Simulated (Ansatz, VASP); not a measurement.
## Mn: VASP beside Ansatz

File INCAR:

```
SYSTEM = Mn
PREC = Accurate
ENCUT = 520
EDIFF = 1E-6
ISMEAR = 0
SIGMA = 0.1
LREAL = .FALSE.
LASPH = .TRUE.
NELM = 150
ALGO = Normal
ISIF = 2
LWAVE = .FALSE.
LCHARG = .FALSE.
ISPIN = 2
MAGMOM = 1.28 1.28
LORBIT = 11
LMAXMIX = 4
GGA = PE
NBANDS = 24
```

The input KPOINTS:

```
Automatic mesh
0
G
  4 4 4
  0 0 0
```

The input POSCAR:

```
Mn
1.0
   -2.2001468975      2.2001468975      1.2332440300
    2.2001468975     -2.2001468975      1.2332440300
    2.2001468975      2.2001468975     -1.2332440300
Mn
2
Direct
    0.7500000000      0.2500000000      0.5000000000
    0.0000000000      0.0000000000      0.0000000000
```

Input for Ansatz:

```yaml
crystal:
  lattice:
    - [-2.2001468975, 2.2001468975, 1.23324403]
    - [2.2001468975, -2.2001468975, 1.23324403]
    - [2.2001468975, 2.2001468975, -1.23324403]
  atoms:
    - { symbol: Mn, position: [0.75, 0.25, 0.5], spin: 1.28 }
    - { symbol: Mn, position: [0.0, 0.0, 0.0], spin: 1.28 }
basis: {}
kpoints:
  mp_grid: { grid: [4, 4, 4] }
hamiltonian:
  xc: pbe
  pseudopotentials: { kind: nc }
scf:
  occupations: { method: gaussian, width: 0.1 }
  lower_state_search: "off"
  eigensolver: { mixed_precision: false }
  max_iter: 30
  convergence: { dr2_threshold: "1e-11 eV" }
output:
  forces: true
  stress: true
  eigenvalues: true
  populations: true
magnetization:
  spin_polarized: true
```

Alike in both runs: task single point; functional PBE; k mesh 4 × 4 × 4; occupations gaussian, width 0.1 eV; collinear spin.

|  | VASP | Ansatz |
| --- | --- | --- |
| version | VASP 6.6.1 | Ansatz 0.2.0 |
| potentials or method | VASP PAW PBE potentials, release 64 (Mn_pv) | scalar-relativistic, plane waves, norm-conserving potentials |
| plane-wave cutoff (eV) | 520 | 1306 |
| valence electrons in the cell | 26 | 30 |

Ansatz gave:

```
gap on the k mesh at the Fermi level (eV)                     : none
pressure (GPa)                                                : -1.8
traceless stress, the component that is largest in VASP (GPa) : 4.57
net moment per atom (μB)                                      : 0.97
size of the moment on the site where the two differ most (μB) : 0.92
```

Which values does VASP return?

gap on the k mesh at the Fermi level (eV): none; pressure (GPa): -1.6; traceless stress, the component that is largest in VASP (GPa): 4.43; net moment per atom (μB): 0.98; size of the moment on the site where the two differ most (μB): 0.97.

Site moments also hang on the region over which each program counts them. A gap of «none» marks a metal or a gap that the smearing closes. VASP's potentials hold 26 valence electrons a cell and Ansatz's 30, so a difference there can come from the potentials and not from the codes.

The k mesh is coarse, so the values compare programs but aren't converged.
